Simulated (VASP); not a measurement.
# PbS: relaxation of cell and atoms with LDA

Crystal: PbS.

```
CELL_PARAMETERS angstrom
0.00000 2.98809 2.98809
2.98809 0.00000 2.98809
2.98809 2.98809 0.00000
ATOMIC_POSITIONS crystal
Pb 0.50000 0.50000 0.50000
S 0.00000 0.00000 0.00000
```

```json
{
 "Program": "VASP 6.6.1",
 "Task": "relaxation of cell and atoms",
 "Functional": "LDA",
 "Potentials or basis": "VASP PAW LDA potentials, release 64 (Pb_d, S)",
 "Cutoff": "500 eV",
 "k mesh": "10 × 10 × 10",
 "Occupations": "gaussian, width 0.02 eV",
 "Spin": "no spin polarisation",
 "Dipole correction": "no",
 "Further INCAR settings": "ALGO = Normal; EDIFF = 1e-07; IBRION = 2; EDIFFG = -0.002; NSW = 100; ISIF = 3"
}
```

```
Relaxed volume                        : 25.00 Å³/atom
Relaxed cell                          : a = 4.135 Å, b = 4.135 Å, c = 4.135 Å, α = 60.00°, β = 60.00°, γ = 60.00°
Space group after relaxing (to 0.1 Å) : Fm-3m (No. 225)
Energy gained by relaxing             : 20.4 meV/atom
Ionic steps                           : 20
Pressure after relaxing               : 0.0 GPa
Band gap on the k mesh                : 0.04 eV
```

The path:
```
step  energy change (eV)  largest force (eV/Å)  pressure (GPa)  volume (Å³)
   1              0.0000                0.0000           -3.69        53.36
   2             -0.0347                0.0000            1.63        48.75
   3             -0.0409                0.0000            0.02        49.98
   4             -0.0409                0.0000           -0.05        50.04
   5             -0.0409                0.0000           -0.06        50.04
   6             -0.0409                0.0000           -0.05        50.04
   7             -0.0409                0.0000           -0.05        50.04
   8             -0.0409                0.0000           -0.05        50.04
   9             -0.0409                0.0000           -0.05        50.04
  10             -0.0409                0.0000           -0.05        50.04
  11             -0.0409                0.0000           -0.05        50.04
  12             -0.0409                0.0000           -0.05        50.04
  13             -0.0409                0.0000           -0.05        50.04
  14             -0.0409                0.0000           -0.05        50.03
  15             -0.0409                0.0000           -0.04        50.03
  16             -0.0409                0.0000           -0.03        50.02
  17             -0.0409                0.0000           -0.01        50.00
  18             -0.0409                0.0000            0.05        49.96
  19             -0.0409                0.0000            0.01        49.99
  20             -0.0409                0.0000            0.01        49.99
```

Final structure:
```xyz
2
Lattice="0.0000 2.9239 2.9239 2.9239 0.0000 2.9239 2.9239 2.9239 0.0000" Properties=species:S:1:pos:R:3 pbc="T T T"
Pb    2.9239    2.9239    2.9239
S     0.0000    0.0000    0.0000
```

Levels at points of the mesh, in eV from the valence-band top:
| k point | band 8 | band 9 | band 10 | band 11 | band 12 | band 13 |
| --- | --- | --- | --- | --- | --- | --- |
| (0.00, 0.00, 0.00) | -2.43 | -2.43 | -2.43 | 5.14 | 5.14 | 5.14 |
| (0.50, 0.00, 0.00) | -1.99 | -1.99 | 0.00 | 0.04 | 1.68 | 1.68 |
| (0.50, 0.50, 0.00) | -5.69 | -3.80 | -3.80 | 3.48 | 5.55 | 5.67 |

Wall time 3.9 min on 1 thread of Intel Xeon 8259CL, on a shared host, peak memory 0.19 GiB.

Caveat: spin-orbit coupling is left out, which moves the levels of the heavy elements. A k mesh can miss the band edges.
